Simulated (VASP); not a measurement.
Runs of VASP 6.6.1 on In. The structure is that of space group Fd-3m (No. 227), or close to it. The cells are those of the table. 

| task | spin | cell | k mesh | cutoff (eV) | gap on the mesh (eV) | pressure (GPa) |
| --- | --- | --- | --- | --- | --- | --- |
| single point | off | a = 4.631 Å, angles 60.0°, 2 atoms | 10 × 10 × 10 | 520 | none | -1.1 |
| single point | off | a = 4.571 Å, angles 60.0°, 2 atoms | 10 × 10 × 10 | 520 | none | 0.1 |
| single point | off | a = 4.746 Å, angles 60.0°, 2 atoms | 10 × 10 × 10 | 520 | none | (a) |
| single point | off | a = 4.571 Å, angles 60.0°, 2 atoms | 8 × 8 × 8 | 520 | none | 0.0 |
| single point | off | a = 4.509 Å, angles 60.0°, 2 atoms | 10 × 10 × 10 | 520 | none | 1.5 |
| single point | off | a = 4.571 Å, angles 60.0°, 2 atoms | 14 × 14 × 14 | 520 | none | 0.1 |
| single point | non-collinear, zero start, SOC | a = 4.571 Å, angles 60.0°, 2 atoms | 9 × 9 × 9 | 520 | - | 0.0 |
| relaxation of cell and atoms | off | relaxed from a = 4.639 Å, angles 60.0°, 2 atoms | 8 × 8 × 8 | 600 | none | 0.0 |

Alike in all rows: level LDA; potentials or basis VASP PAW LDA potentials, release 64 (In_d); smearing fermi-dirac 0.1 eV.

Question: Fill in the values left out.

Answer: (a) -2.7.

Caveats: spin-orbit coupling is left out, which moves the levels of the heavy elements (some runs).

A k mesh can miss the band edges, and rows without SOC leave out spin-orbit coupling on In.

A gap of «none» marks levels without a gap at the run's occupations.
